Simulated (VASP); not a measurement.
Runs of VASP 6.6.1 on Rh. The structure is that of space group Fm-3m (No. 225), or close to it. The cells are those of the table. 

```tsv
cell	gap on the mesh (eV)	pressure (GPa)
a = 2.670, b = 2.670, c = 2.609 Å, angles 60.8, 60.8, 58.5°, 1 atom	none	15.7
a = 2.629, b = 2.629, c = 2.609 Å, angles 60.3, 60.3, 59.5°, 1 atom	none	(b)
a = 2.690, b = 2.690, c = 2.609 Å, angles 61.0, 61.0, 58.0°, 1 atom	none	10.8
a = 2.649, b = 2.649, c = 2.609 Å, angles 60.5, 60.5, 59.0°, 1 atom	none	(a)
a = 2.629, b = 2.629, c = 2.649 Å, angles 59.7, 59.7, 60.5°, 1 atom	none	20.8
a = 2.750, b = 2.750, c = 2.770 Å, angles 59.8, 59.8, 60.5°, 1 atom	none	-16.8
```

Alike in all rows: task single point; level r2SCAN; potentials or basis VASP PAW PBE potentials, release 64 (Rh_pv); no spin polarisation; k mesh 22 × 22 × 22; cutoff (eV) 520; smearing gaussian 0.15 eV.

Q: Fill in the values left out.

A: (a) 21.0; (b) 26.9.

Caveats: the PAW data sets were made with another functional, which shifts forces and pressure a little; an empty level that is flat over the whole mesh can mark a ghost state of the potentials, or a narrow d or f band (at least some runs); the cell stands under pressure (at least some runs); the stress differs along the axes, from 7 to 20 GPa (at least some runs); the stress differs along the axes, from -0 to 16 GPa (at least some runs); the stress differs along the axes, from 15 to 24 GPa (at least some runs); the cell stands under tension (at least some runs).

A k mesh can miss the band edges, and the runs leave out spin-orbit coupling on Rh.

A gap of «none» marks levels without a gap at the run's occupations.
